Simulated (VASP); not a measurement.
Wanted: the native input for a VASP 6.6.1 run.

```
Task                   : single point
Functional             : PBE
Potentials or basis    : VASP PAW PBE potentials, release 64 (C)
Cutoff                 : 520 eV
k mesh                 : 12 × 12 × 12
Occupations            : gaussian, width 0.05 eV
Spin                   : no spin polarisation
Dipole correction      : no
Further INCAR settings : ALGO = Normal; EDIFF = 1e-07; NBANDS = 11
```

The structure of C lies in POSCAR:

```
C
1.0
    0.0000000000      1.7571264532      1.8889109372
    1.7571264532      0.0000000000      1.8889109372
    1.7571264532      1.7571264532      0.0000000000
C
2
Direct
    0.5000000000      0.5000000000      0.5000000000
    0.7500000000      0.7500000000      0.7500000000
```

This cell differs from its parent crystal: volume 5.832 Å^3 an atom, c/a of the conventional cell 1.0750.

These files were run (other wordings do the same):

INCAR

```
SYSTEM = C
PREC = Accurate ; ENCUT = 520
EDIFF = 1E-7 ; ISMEAR = 0
SIGMA = 0.05 ; LREAL = .FALSE.
LASPH = .TRUE. ; NELM = 80
ALGO = Normal ; ISIF = 2
LWAVE = .FALSE. ; LCHARG = .FALSE.
GGA = PE ; NBANDS = 11
```

KPOINTS

```
Automatic mesh
0
G
  12 12 12
  0 0 0
```

Potentials or basis: VASP PAW PBE potentials, release 64 (C).

Launch:

```console
$ cat potpaw_PBE.64/C/POTCAR > POTCAR
$ mpirun -np 1 vasp_std > vasp.out
```

Results of the run:

The pressure is -9.1 GPa and the band gap on the k mesh is 3.20 eV, indirect (least direct gap 4.88 eV).

It took 19 s on 1 thread of Intel Xeon 8259CL, with other jobs on the host, peak memory 0.13 GiB.
